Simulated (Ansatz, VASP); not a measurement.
## SrTe in VASP and in Ansatz

```
CELL_PARAMETERS angstrom
0.00000 3.21951 3.21951
3.21951 0.00000 3.21951
3.21951 3.21951 0.00000
ATOMIC_POSITIONS crystal
Sr 0.00000 0.00000 0.00000
Te 0.50000 0.50000 0.50000
```

Alike in both runs: task relaxation of cell and atoms; functional PBE; k mesh 11 × 11 × 11; occupations fermi-dirac, width 0.03 eV; no spin polarisation.

|  | VASP | Ansatz |
| --- | --- | --- |
| version | VASP 6.6.1 | Ansatz 0.2.0 |
| potentials or method | VASP PAW PBE potentials, release 64 (Sr_sv, Te) | PAW with Ansatz's default frozen-core files, scalar-relativistic |
| plane-wave cutoff (eV) | 500 | 420 |
| valence electrons in the cell | 16 | 26 |

VASP gave:

```
relaxed volume (Å³/atom)                                     : 37.99
relaxed cell length with the largest relative difference (Å) : 4.754
```

Q: What did Ansatz give for the same quantities?

A: Relaxed volume (Å³/atom): 37.91; relaxed cell length with the largest relative difference (Å): 4.751.

VASP's potentials hold 16 valence electrons a cell and Ansatz's 26, so a difference there can come from the potentials and not from the codes.

Neither program's run includes spin-orbit coupling.
